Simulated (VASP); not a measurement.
# Mg (P6_3/mmc) in VASP: a series of runs

The runs below take Mg through single point, with RPBE.

Everything below comes from runs of VASP 6.6.1. Logs are shortened: lines on timing, memory, paths and dates and some standing lists are left out, and cuts for length are marked.

## Step 1: The cell of the first run

The structure is hexagonal, space group P6_3/mmc (No. 194). The conventional cell has a = 3.095 Å, b = 3.095 Å, c = 5.026 Å, α = 90.00°, β = 90.00°, γ = 120.00°. Mg (site symmetry -6m2) has 12 Mg at 3.08 to 3.10 Å within 4.1 Å.

## Step 2: Single point, RPBE (20.85 Å³/atom)

INCAR

```
SYSTEM = Mg
  PREC = Accurate
  ENCUT = 520
  EDIFF = 1E-6
  ISMEAR = -1
  SIGMA = 0.1
  LREAL = .FALSE.
  LASPH = .TRUE.
  NELM = 60
  ALGO = Normal
  ISIF = 2
  LWAVE = .FALSE.
  LCHARG = .TRUE.
  GGA = RP
  LELF = .TRUE.
  LVHAR = .TRUE.
  NBANDS = 9
```

KPOINTS

```
regular mesh
0
G
  18 18 10
  0 0 0
```

POSCAR

```
Mg
1.0
    3.0953822028      0.0000000000      0.0000000000
   -1.5476911014      2.6806796221      0.0000000000
    0.0000000000      0.0000000000      5.0257269044
Mg
2
Direct
    0.3333333333      0.6666666667      0.2500000000
    0.6666666667      0.3333333333      0.7500000000
```

Potentials or basis: VASP PAW PBE potentials, release 64 (Mg).

Launch:

```sh
> cat potpaw_PBE.64/Mg/POTCAR > POTCAR
> mpirun -np 1 vasp_std > vasp.out
```

OUTCAR:

```text
SYSTEM = Mg
   PREC = Accurate
   ENCUT = 520
   EDIFF = 1E-6
   ISMEAR = -1
   LREAL = .FALSE.
   LASPH = .TRUE.
   NELM = 60
   ISIF = 2
   GGA = RP

 ion  position               nearest neighbor table
   1  0.333  0.667  0.250-   2 3.08   2 3.08   2 3.08   2 3.08   2 3.08   2 3.08
   2  0.667  0.333  0.750-   1 3.08   1 3.08   1 3.08   1 3.08   1 3.08   1 3.08

  LATTYP: Found a hexagonal cell.
 ALAT       =     3.0953822028
 C/A-ratio  =     1.6236207922

  Lattice vectors:

 A1 = (   3.0953822028,   0.0000000000,   0.0000000000)
 A2 = (  -1.5476911014,   2.6806796221,   0.0000000000)
 A3 = (   0.0000000000,   0.0000000000,   5.0257269044)

Analysis of symmetry for initial positions (statically):
=====================================================================
 Subroutine PRICEL returns:
 Original cell was already a primitive cell.

 Routine SETGRP: Setting up the symmetry group for a
 hexagonal supercell.

 Subroutine GETGRP returns: Found 24 space group operations
 (whereof 12 operations were pure point group operations)
 out of a pool of 24 trial point group operations.

The static configuration has the point symmetry D_3d.
 The point group associated with its full space group is D_6h.

Analysis of symmetry for dynamics (positions and initial velocities):
=====================================================================
 Subroutine PRICEL returns:
 Original cell was already a primitive cell.

 Routine SETGRP: Setting up the symmetry group for a
 hexagonal supercell.

 Subroutine GETGRP returns: Found 24 space group operations
 (whereof 12 operations were pure point group operations)
 out of a pool of 24 trial point group operations.

The dynamic configuration has the point symmetry D_3d.
 The point group associated with its full space group is D_6h.

 Subroutine INISYM returns: Found 24 space group operations
 (whereof 12 operations are pure point group operations),
 and found     1 'primitive' translations

----------------------------------------------------------------------------------------

                                     Primitive cell

  volume of cell :      41.7021

[... 82 lines left out ...]
   ISPIN  =      1    spin polarized calculation?
   LNONCOLLINEAR =      F non collinear calculations
   LSORBIT =      F    spin-orbit coupling
   LASPH  =      T    aspherical Exc in radial PAW
   ENCUT  =  520.0 eV  38.22 Ry    6.18 a.u.   5.76  5.76  9.34*2*pi/ulx,y,z
   NELM   =     60;   NELMIN=  2; NELMDL= -5     # of ELM steps
   EDIFF  = 0.1E-05   stopping-criterion for ELM
   LREAL  =      F    real-space projection
   EDIFFG = 0.1E-04   stopping-criterion for IOM
   NSW    =      0    number of steps for IOM
   IBRION =     -1    ionic relax: 0-MD 1-quasi-New 2-CG
   NFREE  =      0    steps in history (QN), initial steepest desc. (CG)
   ISIF   =      2    stress and relaxation
   ISYM   =      2    0-nonsym 1-usesym 2-fastsym
   POTIM  = 0.5000    time-step for ionic-motion
   TEBEG  =    0.0;   TEEND  =   0.0 temperature during run
   PSTRESS=    0.0 pullay stress
   NELECT =       4.0000    total number of electrons
   NUPDOWN=      -1.0000    fix difference up-down
   EMIN   =  10.00;   EMAX   =-10.00  energy-range for DOS
   EFERMI =   0.00;   METHOD = LEGACY
   ISMEAR =    -1;   SIGMA  =   0.10  broadening in eV -4-tet -1-fermi 0-gaus
   EFERMI_NEDOS =   21; number of points for ismear=-14 and -15
   IALGO  =     38    algorithm
   IMIX   =      4    mixing-type and parameters
     AMIX     =   0.40;   BMIX     =  1.00
     AMIX_MAG =   1.60;   BMIX_MAG =  1.00
  volume/ion in A,a.u.               =      20.85       140.71
  Fermi-wavevector in a.u.,A,eV,Ry     =   0.749392  1.416145  7.640865  0.561588
  Thomas-Fermi vector in A             =   1.845901
   LORBIT       =      0    0 simple, 1 ext, 2 COOP (PROOUT), +10 PAW based schemes
   GGA     = RP    functional components
   LHFCALC =     F    Hartree Fock is set to
   AEXX    =    0.0000 exact exchange contribution
   IVDW    =     0    specifies the selected vdW correction
   LEPSILON=     F    determine dielectric tensor
   LRPA    =     F    only Hartree local field effects (RPA)
 non-spin polarized calculation
  energy-cutoff  :      520.00
  volume of cell :       41.70
 maximum number of plane-waves:      1140
 NGX is ok and might be reduce to    24
   NGX = 11   NGY = 11   NGZ = 19

 number of electron       4.0000000 magnetization

 Free energy of the ion-electron system (eV)
  ---------------------------------------------------
  ext. energy  EPLUGINS =         0.00000000
  ---------------------------------------------------
  free energy    TOTEN  =        -2.61145649 eV

  energy without entropy =       -2.58668068  energy(sigma->0) =       -2.59906859

 E-fermi :   3.2620     XC(G=0):  -8.6894

 val. band max:        3.2433810443   @ k =   0.4444   0.0000   0.4000
 cond. band min:       3.2658251622   @ k =   0.5000   0.0000   0.4000
 fundamental gap:      0.0224441179
 Fermi energy:         3.2619832146

 k-point     1 :       0.0000    0.0000    0.0000
  band No.  band energies     occupation
      1      -4.0906      2.00000
      2       1.3972      2.00000
      3       2.0567      1.99999
      4      14.7918      0.00000
      5      14.7918      0.00000
      6      15.1454      0.00000
      7      15.1454      0.00000
      8      15.6673      0.00000
      9      17.6324      0.00000
[... 265 lines left out ...]
 k-point    24 :       0.3889    0.1111    0.0000
  band No.  band energies     occupation
      1       0.1433      2.00000
      2       2.3069      1.99986
      3       5.3451      0.00000
      4       6.1204      0.00000
      5       7.4810      0.00000
      6       7.4945      0.00000
      7       9.6265      0.00000
      8      12.8507      0.00000
      9      14.2284      0.00000

 [... further k-points ...]
[... 5 lines left out ...]
  --------------------------------------------------------------------------------------
  -------------------------------------------------------------------------------------
  Total        1.4437067      1.4437067      1.3883845      0.0000000      0.0000000      0.0000000
  in kB       55.4665921     55.4665921     53.3411345      0.0000000      0.0000000      0.0000000
  external PRESSURE =      54.7581063 kB  Pullay stress =       0.0000000 kB

 VOLUME and BASIS-vectors are now :
 -----------------------------------------------------------------------------
  energy-cutoff  :      520.00
  volume of cell :       41.70
      direct lattice vectors                 reciprocal lattice vectors
     3.095382203  0.000000000  0.000000000     0.323061882  0.186519865  0.000000000
    -1.547691101  2.680679622  0.000000000     0.000000000  0.373039729  0.000000000
     0.000000000  0.000000000  5.025726904     0.000000000  0.000000000  0.198976192

 POSITION                                       TOTAL-FORCE (eV/Angst)
 -----------------------------------------------------------------------------------
     -0.00000      1.78712      1.25643         0.000000      0.000000      0.000000
      1.54769      0.89356      3.76930        -0.000000      0.000000      0.000000
 -----------------------------------------------------------------------------------
    total drift:                               -0.000000      0.000000     -0.000000

  FREE ENERGIE OF THE ION-ELECTRON SYSTEM (eV)
  ---------------------------------------------------
  free  energy   TOTEN  =        -2.6114564923 eV

  energy  without entropy=       -2.5866806792  energy(sigma->0) =       -2.59906859
```

Wall time 66 s (1 thread of Intel Xeon 8259CL, shared host); peak memory 0.22 GiB.

Results:

| Quantity | Value |
| --- | --- |
| Free energy | -2.6115 eV |
| Pressure | 5.5 GPa |
| Band gap on the k mesh | zero (bands 2 and 3 overlap by 2.17 eV) |

Caveat: the cell stands under pressure; the PAW data sets were made with another functional, which shifts forces and pressure a little.

## Step 3: Single point, RPBE (21.80 Å³/atom)

This run uses another cell than the first one, of 21.80 Å³/atom.

INCAR

```
SYSTEM = Mg
PREC = Accurate ; ENCUT = 520
EDIFF = 1E-6 ; ISMEAR = -1
SIGMA = 0.1 ; LREAL = .FALSE.
LASPH = .TRUE. ; NELM = 100
ALGO = Normal ; ISIF = 2
LWAVE = .FALSE. ; LCHARG = .TRUE.
GGA = RP ; LELF = .TRUE.
LVHAR = .TRUE. ; NBANDS = 9
```

KPOINTS

```
Automatic mesh
0
G
  18 18 10
  0 0 0
```

POSCAR

```
Mg
1.0
    3.1415887494      0.0000000000      0.0000000000
   -1.5707943747      2.7206956653      0.0000000000
    0.0000000000      0.0000000000      5.1007488142
Mg
2
Direct
    0.3333333333      0.6666666667      0.2500000000
    0.6666666667      0.3333333333      0.7500000000
```

Potentials or basis: VASP PAW PBE potentials, release 64 (Mg).

Launch:

```sh
> cat potpaw_PBE.64/Mg/POTCAR > POTCAR
> mpirun -np 1 vasp_std > vasp.out
```

OUTCAR:

```text
SYSTEM = Mg
   PREC = Accurate
   ENCUT = 520
   EDIFF = 1E-6
   ISMEAR = -1
   LREAL = .FALSE.
   LASPH = .TRUE.
   NELM = 100
   ISIF = 2
   GGA = RP

 ion  position               nearest neighbor table
   1  0.333  0.667  0.250-   2 3.13   2 3.13   2 3.13   2 3.13   2 3.13   2 3.13
   2  0.667  0.333  0.750-   1 3.13   1 3.13   1 3.13   1 3.13   1 3.13   1 3.13

  LATTYP: Found a hexagonal cell.
 ALAT       =     3.1415887494
 C/A-ratio  =     1.6236207922

  Lattice vectors:

 A1 = (   3.1415887494,   0.0000000000,   0.0000000000)
 A2 = (  -1.5707943747,   2.7206956653,   0.0000000000)
 A3 = (   0.0000000000,   0.0000000000,   5.1007488142)

Analysis of symmetry for initial positions (statically):
=====================================================================
 Subroutine PRICEL returns:
 Original cell was already a primitive cell.

 Routine SETGRP: Setting up the symmetry group for a
 hexagonal supercell.

 Subroutine GETGRP returns: Found 24 space group operations
 (whereof 12 operations were pure point group operations)
 out of a pool of 24 trial point group operations.

The static configuration has the point symmetry D_3d.
 The point group associated with its full space group is D_6h.

Analysis of symmetry for dynamics (positions and initial velocities):
=====================================================================
 Subroutine PRICEL returns:
 Original cell was already a primitive cell.

 Routine SETGRP: Setting up the symmetry group for a
 hexagonal supercell.

 Subroutine GETGRP returns: Found 24 space group operations
 (whereof 12 operations were pure point group operations)
 out of a pool of 24 trial point group operations.

[... 114 lines left out ...]
   EMIN   =  10.00;   EMAX   =-10.00  energy-range for DOS
   EFERMI =   0.00;   METHOD = LEGACY
   ISMEAR =    -1;   SIGMA  =   0.10  broadening in eV -4-tet -1-fermi 0-gaus
   EFERMI_NEDOS =   21; number of points for ismear=-14 and -15
   IALGO  =     38    algorithm
   IMIX   =      4    mixing-type and parameters
     AMIX     =   0.40;   BMIX     =  1.00
     AMIX_MAG =   1.60;   BMIX_MAG =  1.00
  volume/ion in A,a.u.               =      21.80       147.11
  Fermi-wavevector in a.u.,A,eV,Ry     =   0.738370  1.395316  7.417754  0.545190
  Thomas-Fermi vector in A             =   1.832275
   LORBIT       =      0    0 simple, 1 ext, 2 COOP (PROOUT), +10 PAW based schemes
   GGA     = RP    functional components
   LHFCALC =     F    Hartree Fock is set to
   AEXX    =    0.0000 exact exchange contribution
   IVDW    =     0    specifies the selected vdW correction
   LEPSILON=     F    determine dielectric tensor
   LRPA    =     F    only Hartree local field effects (RPA)
 non-spin polarized calculation
  energy-cutoff  :      520.00
  volume of cell :       43.60
 maximum number of plane-waves:      1189
 NGX is ok and might be reduce to    24
   NGX = 11   NGY = 11   NGZ = 19

 number of electron       4.0000000 magnetization

 Free energy of the ion-electron system (eV)
  ---------------------------------------------------
  ext. energy  EPLUGINS =         0.00000000
  ---------------------------------------------------
  free energy    TOTEN  =        -2.66242522 eV

  energy without entropy =       -2.63656209  energy(sigma->0) =       -2.64949365

 E-fermi :   3.0145     XC(G=0):  -8.5506

 val. band max:        3.0019740782   @ k =   0.2778   0.0556   0.0000
 cond. band min:       3.0263045481   @ k =   0.2222   0.0556   0.0000
 fundamental gap:      0.0243304699
 Fermi energy:         3.0145233896

 k-point     1 :       0.0000    0.0000    0.0000
  band No.  band energies     occupation
      1      -4.1395      2.00000
      2       1.2234      2.00000
      3       1.8069      1.99999
      4      14.2773      0.00000
      5      14.2773      0.00000
      6      14.5368      0.00000
      7      14.5368      0.00000
      8      15.1506      0.00000
      9      16.9589      0.00000
[... 265 lines left out ...]
 k-point    24 :       0.3889    0.1111    0.0000
  band No.  band energies     occupation
      1      -0.0221      2.00000
      2       2.0873      1.99981
      3       5.0714      0.00000
      4       5.7810      0.00000
      5       7.1197      0.00000
      6       7.1730      0.00000
      7       9.0755      0.00000
      8      12.3950      0.00000
      9      13.5860      0.00000

 [... further k-points ...]
[... 5 lines left out ...]
  --------------------------------------------------------------------------------------
  -------------------------------------------------------------------------------------
  Total        0.8884397      0.8884397      0.8451626      0.0000000      0.0000000      0.0000000
  in kB       32.6494062     32.6494062     31.0590106      0.0000000      0.0000000      0.0000000
  external PRESSURE =      32.1192743 kB  Pullay stress =       0.0000000 kB

 VOLUME and BASIS-vectors are now :
 -----------------------------------------------------------------------------
  energy-cutoff  :      520.00
  volume of cell :       43.60
      direct lattice vectors                 reciprocal lattice vectors
     3.141588749  0.000000000  0.000000000     0.318310282  0.183776527  0.000000000
    -1.570794375  2.720695665  0.000000000     0.000000000  0.367553054  0.000000000
     0.000000000  0.000000000  5.100748814     0.000000000  0.000000000  0.196049646

 POSITION                                       TOTAL-FORCE (eV/Angst)
 -----------------------------------------------------------------------------------
     -0.00000      1.81380      1.27519         0.000000      0.000000      0.000000
      1.57079      0.90690      3.82556        -0.000000     -0.000000      0.000000
 -----------------------------------------------------------------------------------
    total drift:                                0.000000     -0.000000      0.000000

  FREE ENERGIE OF THE ION-ELECTRON SYSTEM (eV)
  ---------------------------------------------------
  free  energy   TOTEN  =        -2.6624252191 eV

  energy  without entropy=       -2.6365620902  energy(sigma->0) =       -2.64949365
```

stdout:

```text
POSCAR found type information on POSCAR Mg
 POSCAR found :  1 types and       2 ions
 scaLAPACK will be used
 -----------------------------------------------------------------------------
|                                                                             |
|                                                                             |
|     You enforced a specific xc type in the INCAR file but a different       |
|     I HOPE YOU KNOW WHAT YOU ARE DOING!                                     |
|                                                                             |
 -----------------------------------------------------------------------------

 LDA part: xc-table for (Slater+PW92), standard interpolation
 POSCAR, INCAR and KPOINTS ok, starting setup
 FFT: planning ... GRIDC
 FFT: planning ... GRID_SOFT
 FFT: planning ... GRID
 WAVECAR not read
 entering main loop
```

It took 59 s on 1 thread of Intel Xeon 8259CL, shared host; peak memory 0.22 GiB.

What came out:

```yaml
Free_energy: -2.6624 eV
Pressure: 3.2 GPa
Band_gap_on_the_k_mesh: zero (bands 2 and 3 overlap by 2.17 eV)
```

Levels at points of the mesh, in eV from the Fermi level:
| k point | band 1 | band 2 | band 3 | band 4 | band 5 | band 6 |
| --- | --- | --- | --- | --- | --- | --- |
| (0.00, 0.00, 0.00) | -7.15 | -1.79 | -1.21 | 11.26 | 11.26 | 11.52 |
| (0.50, 0.00, 0.00) | -2.25 | -2.16 | 2.74 | 3.01 | 3.46 | 3.85 |
| (0.00, 0.00, 0.50) | -5.71 | -5.71 | 5.20 | 5.20 | 12.02 | 12.02 |
| (0.50, 0.00, 0.50) | -1.17 | -1.17 | -0.40 | -0.40 | 8.19 | 8.19 |

Caveat: the cell stands under pressure; the PAW data sets were made with another functional, which shifts forces and pressure a little.

## Step 4: Single point, RPBE (22.75 Å³/atom)

This run uses another cell than the first one, of 22.75 Å³/atom.

INCAR

```
SYSTEM = Mg
PREC = Accurate ; ENCUT = 520
EDIFF = 1E-6 ; ISMEAR = -1
SIGMA = 0.1 ; LREAL = .False.
LASPH = .True. ; NELM = 80
ALGO = Normal ; ISIF = 2
LWAVE = .False. ; LCHARG = .False.
GGA = RP ; NBANDS = 9
```

KPOINTS

```
Automatic mesh
0
Gamma
  18 18 10
  0 0 0
```

POSCAR

```
Mg
1.0
    3.1864746530      0.0000000000      0.0000000000
   -1.5932373265      2.7595679981      0.0000000000
    0.0000000000      0.0000000000      5.1736265005
Mg
2
Direct
    0.3333333333      0.6666666667      0.2500000000
    0.6666666667      0.3333333333      0.7500000000
```

Launch:

```sh
> cat potpaw_PBE.64/Mg/POTCAR > POTCAR
> mpirun -np 1 vasp_std > vasp.out
```

Wall time 49 s (1 thread of Intel Xeon 8259CL, shared host); peak memory 0.22 GiB.

It converged, with:

```
Free energy            : -2.6892 eV
Pressure               : 1.4 GPa
Band gap on the k mesh : zero (bands 2 and 3 overlap by 2.18 eV)
```

Stress tensor (GPa, compression positive):
```
1.40 0.00 0.00
0.00 1.40 0.00
0.00 0.00 1.29
```

Levels at points of the mesh, in eV from the Fermi level:
| k point | band 1 | band 2 | band 3 | band 4 | band 5 | band 6 |
| --- | --- | --- | --- | --- | --- | --- |
| (0.00, 0.00, 0.00) | -6.97 | -1.72 | -1.21 | 11.01 | 11.01 | 11.18 |
| (0.50, 0.00, 0.00) | -2.17 | -2.12 | 2.67 | 3.00 | 3.34 | 3.74 |
| (0.00, 0.00, 0.50) | -5.57 | -5.57 | 5.07 | 5.07 | 11.76 | 11.76 |
| (0.50, 0.00, 0.50) | -1.13 | -1.13 | -0.42 | -0.42 | 8.05 | 8.05 |

Caveat: the PAW data sets were made with another functional, which shifts forces and pressure a little.

## Step 5: Single point, RPBE

This run uses another cell than the first one, of 23.69 Å³/atom.

INCAR

```
SYSTEM = Mg
PREC = Accurate
ENCUT = 520
EDIFF = 1E-7
ISMEAR = -1
SIGMA = 0.1
LREAL = .False.
LASPH = .True.
NELM = 100
ALGO = Normal
ISIF = 2
LWAVE = .False.
LCHARG = .False.
GGA = RP
NBANDS = 9
```

KPOINTS is that of step 4.

POSCAR

```
Mg
1.0
    3.2301304156      0.0000000000      0.0000000000
   -1.6150652078      2.7973749975      0.0000000000
    0.0000000000      0.0000000000      5.2445069043
Mg
2
Direct
    0.3333333333      0.6666666667      0.2500000000
    0.6666666667      0.3333333333      0.7500000000
```

Launch:

```sh
> cat potpaw_PBE.64/Mg/POTCAR > POTCAR
> mpirun -np 1 vasp_std > vasp.out
```

It took 86 s on 1 thread of Intel Xeon 8259CL, shared host; peak memory 0.22 GiB.

Results (log left out):

| Property | Result |
| --- | --- |
| Free energy | -2.6961 eV |
| Pressure | -0.1 GPa |
| Band gap on the k mesh | zero (bands 2 and 3 overlap by 2.19 eV) |

Stress tensor (GPa, compression positive):
```
-0.12  0.00  0.00
 0.00 -0.12  0.00
 0.00  0.00 -0.19
```

Levels at points of the mesh, in eV from the Fermi level:
```tsv
k point	band 1	band 2	band 3	band 4	band 5	band 6	band 7
(0.00, 0.00, 0.00)	-6.79	-1.65	-1.21	10.77	10.77	10.86	10.86
(0.50, 0.00, 0.00)	-2.10	-2.09	2.61	2.98	3.22	3.63	6.75
(0.00, 0.00, 0.50)	-5.43	-5.43	4.95	4.95	11.52	11.52	11.52
(0.50, 0.00, 0.50)	-1.08	-1.08	-0.43	-0.43	7.91	7.91	7.91
```

Caveat: the PAW data sets were made with another functional, which shifts forces and pressure a little.

(Continued in part 2 of 2.)
